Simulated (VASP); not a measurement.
# Al (I4/mmm) in VASP: a series of runs

Runs on Al. Level: PBE+D3(BJ). Tasks: single point.

Program: VASP 6.6.1. These are calculated values, not measurements. Logs are shortened: lines on timing, memory, paths and dates and some standing lists are left out, and cuts for length are marked.

## Step 1: The cell of the first run

Symmetry: I4/mmm, No. 139, tetragonal system. Conventional cell: a = 2.819 Å, b = 2.819 Å, c = 4.169 Å, α = 90.00°, β = 90.00°, γ = 90.00°. Al (site symmetry 4/mmm) has 12 Al at 2.82 to 2.88 Å within 3.7 Å.

## Step 2: Single point, PBE+D3(BJ) (strain -0.015 along x and y, +0.030 along z)

INCAR

```
SYSTEM = Al
PREC = Accurate
ENCUT = 520
EDIFF = 1E-7
ISMEAR = 0
SIGMA = 0.15
LREAL = .FALSE.
LASPH = .TRUE.
NELM = 80
ALGO = Normal
ISIF = 2
LWAVE = .FALSE.
LCHARG = .TRUE.
GGA = PE
IVDW = 12
LELF = .TRUE.
LVHAR = .TRUE.
NBANDS = 8
```

KPOINTS

```
Automatic mesh
0
G
  20 20 20
  0 0 0
```

POSCAR

```
Al
1.0
    0.0000000000      1.9936203000      2.0846994000
    1.9936203000      0.0000000000      2.0846994000
    1.9936203000      1.9936203000      0.0000000000
Al
1
Direct
    0.0000000000      0.0000000000      0.0000000000
```

Potentials or basis: VASP PAW PBE potentials, release 64 (Al).

The run is started by

```bash
$ cat potpaw_PBE.64/Al/POTCAR > POTCAR
$ mpirun -np 1 vasp_std > vasp.out
```

OUTCAR:

```text
SYSTEM = Al
   PREC = Accurate
   ENCUT = 520
   EDIFF = 1E-7
   ISMEAR = 0
   LREAL = .FALSE.
   LASPH = .TRUE.
   NELM = 80
   ISIF = 2
   GGA = PE
   IVDW = 12
 IVDW          = 12

 ion  position               nearest neighbor table
   1  0.000  0.000  0.000-

  LATTYP: Found a body centered tetragonal cell.
 ALAT       =     2.8194048665
 C/A-ratio  =     1.4788223038

  Lattice vectors:

 A1 = (  -1.9936203000,   0.0000000000,   2.0846994000)
 A2 = (   1.9936203000,   0.0000000000,   2.0846994000)
 A3 = (   0.0000000000,   1.9936203000,  -2.0846994000)

Analysis of symmetry for initial positions (statically):
=====================================================================
 Subroutine PRICEL returns:
 Original cell was already a primitive cell.

 Routine SETGRP: Setting up the symmetry group for a
 body centered tetragonal supercell.

 Subroutine GETGRP returns: Found 16 space group operations
 (whereof 16 operations were pure point group operations)
 out of a pool of 16 trial point group operations.

The static configuration has the point symmetry D_4h.

Analysis of symmetry for dynamics (positions and initial velocities):
=====================================================================
 Subroutine PRICEL returns:
 Original cell was already a primitive cell.

 Routine SETGRP: Setting up the symmetry group for a
 body centered tetragonal supercell.

 Subroutine GETGRP returns: Found 16 space group operations
 (whereof 16 operations were pure point group operations)
 out of a pool of 16 trial point group operations.

The dynamic configuration has the point symmetry D_4h.

 Subroutine INISYM returns: Found 16 space group operations
 (whereof 16 operations are pure point group operations),
 and found     1 'primitive' translations

----------------------------------------------------------------------------------------

                                     Primitive cell

  volume of cell :      16.5714

  direct lattice vectors                    reciprocal lattice vectors
     0.000000000  1.993620300  2.084699400    -0.250800014  0.250800014  0.239842732
     1.993620300  0.000000000  2.084699400     0.250800014 -0.250800014  0.239842732
     1.993620300  1.993620300  0.000000000     0.250800014  0.250800014 -0.239842732

  length of vectors
     2.884526562  2.884526562  2.819404866     0.428165658  0.428165658  0.428165658

  position of ions in fractional coordinates (direct lattice)
[... 80 lines left out ...]
   NSW    =      0    number of steps for IOM
   IBRION =     -1    ionic relax: 0-MD 1-quasi-New 2-CG
   NFREE  =      0    steps in history (QN), initial steepest desc. (CG)
   ISIF   =      2    stress and relaxation
   ISYM   =      2    0-nonsym 1-usesym 2-fastsym
   POTIM  = 0.5000    time-step for ionic-motion
   TEBEG  =    0.0;   TEEND  =   0.0 temperature during run
   PSTRESS=    0.0 pullay stress
   NELECT =       3.0000    total number of electrons
   NUPDOWN=      -1.0000    fix difference up-down
   EMIN   =  10.00;   EMAX   =-10.00  energy-range for DOS
   EFERMI =   0.00;   METHOD = LEGACY
   ISMEAR =     0;   SIGMA  =   0.15  broadening in eV -4-tet -1-fermi 0-gaus
   EFERMI_NEDOS =   21; number of points for ismear=-14 and -15
   IALGO  =     38    algorithm
   IMIX   =      4    mixing-type and parameters
     AMIX     =   0.40;   BMIX     =  1.00
     AMIX_MAG =   1.60;   BMIX_MAG =  1.00
  volume/ion in A,a.u.               =      16.57       111.83
  Fermi-wavevector in a.u.,A,eV,Ry     =   0.926110  1.750094 11.669436  0.857679
  Thomas-Fermi vector in A             =   2.052037
   LORBIT       =      0    0 simple, 1 ext, 2 COOP (PROOUT), +10 PAW based schemes
   GGA     = PE    functional components
   LHFCALC =     F    Hartree Fock is set to
   AEXX    =    0.0000 exact exchange contribution
   IVDW    =    12    specifies the selected vdW correction
   LEPSILON=     F    determine dielectric tensor
   LRPA    =     F    only Hartree local field effects (RPA)
 non-spin polarized calculation
 Gauss-broadening in eV      SIGMA  =   0.15
  energy-cutoff  :      520.00
  volume of cell :       16.57
 maximum number of plane-waves:       460
 NGX is ok and might be reduce to    24
   NGX = 11   NGY = 11   NGZ = 11

 number of electron       3.0000000 magnetization

 Free energy of the ion-electron system (eV)
  ---------------------------------------------------
  ext. energy  EPLUGINS =         0.00000000
  ---------------------------------------------------
  free energy    TOTEN  =        -3.74446986 eV

  energy without entropy =       -3.73969797  energy(sigma->0) =       -3.74208391

 E-fermi :   7.9774     XC(G=0): -10.1811

 val. band max:        7.9771102174   @ k =  -0.2500   0.1000   0.3500
 cond. band min:       7.9797328091   @ k =  -0.2000   0.4500   0.3500
 fundamental gap:      0.0026225916
 Fermi energy:         7.9773898026

 k-point     1 :       0.0000    0.0000    0.0000
  band No.  band energies     occupation
      1      -3.1495      2.00000
      2      20.2447      0.00000
      3      20.7403      0.00000
      4      20.7403      0.00000
      5      21.9784      0.00000
      6      21.9784      0.00000
      7      22.1044      0.00000
      8      24.4204      0.00000
[... 243 lines left out ...]
 k-point    24 :      -0.3500    0.0500    0.0000
  band No.  band energies     occupation
      1       0.5486      2.00000
      2       7.3572      2.00000
      3      16.6581      0.00000
      4      20.1923      0.00000
      5      20.4870      0.00000
      6      21.0906      0.00000
      7      23.0877      0.00000
      8      24.8585      0.00000

 [... further k-points ...]

------------------------ aborting loop because EDIFF is reached ----------------------------------------

 Edisp (eV)   -0.33480

 E8    (eV) :    -0.1497

  FORCE on cell =-STRESS in cart. coord.  units (eV):
  Direction    XX          YY          ZZ          XY          YZ          ZX
  --------------------------------------------------------------------------------------
  -------------------------------------------------------------------------------------
  Total      -0.30229    -0.30229    -0.54063     0.00000     0.00000     0.00000
  in kB     -29.22671   -29.22671   -52.26992     0.00000     0.00000     0.00000
  external pressure =      -36.91 kB  Pullay stress =        0.00 kB

 VOLUME and BASIS-vectors are now :
 -----------------------------------------------------------------------------
  energy-cutoff  :      520.00
  volume of cell :       16.57
      direct lattice vectors                 reciprocal lattice vectors
     0.000000000  1.993620300  2.084699400    -0.250800014  0.250800014  0.239842732
     1.993620300  0.000000000  2.084699400     0.250800014 -0.250800014  0.239842732
     1.993620300  1.993620300  0.000000000     0.250800014  0.250800014 -0.239842732

 POSITION                                       TOTAL-FORCE (eV/Angst)
 -----------------------------------------------------------------------------------
      0.00000      0.00000      0.00000         0.000000     -0.000000      0.000000
 -----------------------------------------------------------------------------------
    total drift:                               -0.000000     -0.000000     -0.000000

  FREE ENERGIE OF THE ION-ELECTRON SYSTEM (eV)
  ---------------------------------------------------
  free  energy   TOTEN  =        -4.0792746566 eV

  energy  without entropy=       -4.0745027628  energy(sigma->0) =       -4.07688871
```

OSZICAR:

```text
N       E                     dE             d eps       ncg     rms          rms(c)
DAV:   1    -0.236364538498E+01   -0.23636E+01   -0.85264E+02 10264   0.204E+02
DAV:   2    -0.375978487108E+01   -0.13961E+01   -0.13585E+01 14200   0.188E+01
DAV:   3    -0.376686492161E+01   -0.70801E-02   -0.70751E-02 13328   0.148E+00
DAV:   4    -0.376688285195E+01   -0.17930E-04   -0.17930E-04 15992   0.655E-02
DAV:   5    -0.376688290198E+01   -0.50029E-07   -0.50392E-07 13464   0.193E-03    0.130E+00
DAV:   6    -0.375392116365E+01    0.12962E-01   -0.16916E-03 13496   0.195E-01    0.753E-01
DAV:   7    -0.374447679910E+01    0.94444E-02   -0.50611E-03 13136   0.317E-01    0.146E-01
DAV:   8    -0.374447179033E+01    0.50088E-05   -0.13888E-05 14816   0.268E-02    0.814E-03
DAV:   9    -0.374447026493E+01    0.15254E-05   -0.83429E-07 14584   0.401E-03    0.700E-04
DAV:  10    -0.374446989873E+01    0.36620E-06   -0.37590E-09 13760   0.424E-04    0.257E-04
DAV:  11    -0.374446985910E+01    0.39628E-07   -0.14380E-10  7416   0.700E-05
   1 F= -.40792747E+01 E0= -.40768887E+01  d E =-.477189E-02
```

stdout:

```text
POSCAR found type information on POSCAR Al
 POSCAR found :  1 types and       1 ions
 scaLAPACK will be used
 LDA part: xc-table for (Slater+PW92), standard interpolation
 POSCAR, INCAR and KPOINTS ok, starting setup
 FFT: planning ... GRIDC
 FFT: planning ... GRID_SOFT
 FFT: planning ... GRID
 WAVECAR not read
 entering main loop
```

It took 21 s on 1 thread of Intel Xeon 6975P-C (Granite Rapids), shared host; peak memory 0.19 GiB.

Results:

* Free energy: -4.0793 eV
* Pressure: -3.7 GPa
* Dispersion energy per atom: -0.335 eV

Stress tensor (GPa, compression positive):
```
-2.92  0.00  0.00
 0.00 -2.92  0.00
 0.00  0.00 -5.23
```

Caveat: the cell differs from its parent crystal (strain -0.015 along x and y, +0.030 along z); pairwise dispersion overbinds metals, which lowers pressure and volume.

## Step 3: Single point, PBE+D3(BJ) (strain +0.000 along x and y, +0.015 along z)

INCAR

```
ALGO = Normal
EDIFF = 1E-7
ENCUT = 520
GGA = PE
ISIF = 2
ISMEAR = 0
IVDW = 12
LASPH = True
LCHARG = False
LREAL = False
LWAVE = False
NBANDS = 8
NELM = 100
PREC = Accurate
SIGMA = 0.15
```

KPOINTS

```
k-points
0
Gamma
  20 20 20
```

POSCAR

```
Al
1.0
    0.0000000000      2.0239800000      2.0543397000
    2.0239800000      0.0000000000      2.0543397000
    2.0239800000      2.0239800000      0.0000000000
Al
1
Direct
    0.0000000000      0.0000000000      0.0000000000
```

Potentials or basis: VASP PAW PBE potentials, release 64 (Al).

The run is started by

```bash
$ cat potpaw_PBE.64/Al/POTCAR > POTCAR
$ mpirun -np 1 vasp_std > vasp.out
```

OUTCAR:

```text
EDIFF = 1E-7
   ENCUT = 520
   GGA = PE
   ISIF = 2
   ISMEAR = 0
   IVDW = 12
   LASPH = True
   LREAL = False
   NELM = 100
   PREC = Accurate
 IVDW          = 12

 ion  position               nearest neighbor table
   1  0.000  0.000  0.000-

  LATTYP: Found a body centered tetragonal cell.
 ALAT       =     2.8623399660
 C/A-ratio  =     1.4354267658

  Lattice vectors:

 A1 = (  -2.0239800000,   0.0000000000,   2.0543397000)
 A2 = (   2.0239800000,   0.0000000000,   2.0543397000)
 A3 = (   0.0000000000,   2.0239800000,  -2.0543397000)

Analysis of symmetry for initial positions (statically):
=====================================================================
 Subroutine PRICEL returns:
 Original cell was already a primitive cell.

 Routine SETGRP: Setting up the symmetry group for a
 body centered tetragonal supercell.

 Subroutine GETGRP returns: Found 16 space group operations
 (whereof 16 operations were pure point group operations)
 out of a pool of 16 trial point group operations.

The static configuration has the point symmetry D_4h.
[... 161 lines left out ...]

 val. band max:        7.8191957621   @ k =  -0.4000   0.0000   0.4000
 cond. band min:       7.8549587219   @ k =  -0.2500   0.2000   0.1500
 fundamental gap:      0.0357629598
 Fermi energy:         7.8347800879

 k-point     1 :       0.0000    0.0000    0.0000
  band No.  band energies     occupation
      1      -3.2037      2.00000
      2      20.1989      0.00000
      3      20.3600      0.00000
      4      20.3600      0.00000
      5      21.6329      0.00000
      6      21.6329      0.00000
      7      21.6770      0.00000
      8      24.1198      0.00000
[... 243 lines left out ...]
 k-point    24 :      -0.3500    0.0500    0.0000
  band No.  band energies     occupation
      1       0.4311      2.00000
      2       7.2339      2.00000
      3      16.7916      0.00000
      4      19.5702      0.00000
      5      19.8369      0.00000
      6      20.9097      0.00000
      7      22.6066      0.00000
      8      24.8546      0.00000

 [... further k-points ...]

------------------------ aborting loop because EDIFF is reached ----------------------------------------

 Edisp (eV)   -0.32945

 E8    (eV) :    -0.1473

  FORCE on cell =-STRESS in cart. coord.  units (eV):
  Direction    XX          YY          ZZ          XY          YZ          ZX
  --------------------------------------------------------------------------------------
  -------------------------------------------------------------------------------------
  Total      -0.48700    -0.48700    -0.53387     0.00000     0.00000     0.00000
  in kB     -46.35849   -46.35849   -50.81975     0.00000     0.00000     0.00000
  external pressure =      -47.85 kB  Pullay stress =        0.00 kB

 VOLUME and BASIS-vectors are now :
 -----------------------------------------------------------------------------
  energy-cutoff  :      520.00
  volume of cell :       16.83
      direct lattice vectors                 reciprocal lattice vectors
     0.000000000  2.023980000  2.054339700    -0.247038014  0.247038014  0.243387206
     2.023980000  0.000000000  2.054339700     0.247038014 -0.247038014  0.243387206
     2.023980000  2.023980000  0.000000000     0.247038014  0.247038014 -0.243387206

 POSITION                                       TOTAL-FORCE (eV/Angst)
 -----------------------------------------------------------------------------------
      0.00000      0.00000      0.00000         0.000000      0.000000      0.000000
 -----------------------------------------------------------------------------------
    total drift:                               -0.000000     -0.000000     -0.000000

  FREE ENERGIE OF THE ION-ELECTRON SYSTEM (eV)
  ---------------------------------------------------
  free  energy   TOTEN  =        -4.0753492425 eV

  energy  without entropy=       -4.0705334826  energy(sigma->0) =       -4.07294136
```

OSZICAR:

```text
N       E                     dE             d eps       ncg     rms          rms(c)
DAV:   1    -0.238803717057E+01   -0.23880E+01   -0.86914E+02 10328   0.204E+02
DAV:   2    -0.376126245101E+01   -0.13732E+01   -0.13185E+01 14560   0.183E+01
DAV:   3    -0.376818573244E+01   -0.69233E-02   -0.69171E-02 13072   0.144E+00
DAV:   4    -0.376820386800E+01   -0.18136E-04   -0.18136E-04 16288   0.654E-02
DAV:   5    -0.376820391809E+01   -0.50086E-07   -0.49900E-07 13136   0.183E-03    0.127E+00
DAV:   6    -0.375529755015E+01    0.12906E-01   -0.17681E-03 13848   0.200E-01    0.738E-01
DAV:   7    -0.374590558626E+01    0.93920E-02   -0.52775E-03 13096   0.323E-01    0.143E-01
DAV:   8    -0.374589974242E+01    0.58438E-05   -0.14024E-05 14832   0.268E-02    0.701E-03
DAV:   9    -0.374589827419E+01    0.14682E-05   -0.87313E-07 14576   0.405E-03    0.723E-04
DAV:  10    -0.374589788013E+01    0.39406E-06   -0.40251E-09 13848   0.434E-04    0.223E-04
DAV:  11    -0.374589783948E+01    0.40655E-07   -0.16967E-10  7664   0.754E-05
   1 F= -.40753492E+01 E0= -.40729414E+01  d E =-.481576E-02
```

It took 21 s on 1 thread of Intel Xeon 6975P-C (Granite Rapids), shared host; peak memory 0.19 GiB.

Results:

- Free energy: -4.0753 eV
- Pressure: -4.8 GPa
- Dispersion energy per atom: -0.329 eV

Stress tensor (GPa, compression positive):
```
-4.64  0.00  0.00
 0.00 -4.64  0.00
 0.00  0.00 -5.08
```

Caveat: the cell differs from its parent crystal (strain +0.000 along x and y, +0.015 along z); pairwise dispersion overbinds metals, which lowers pressure and volume.
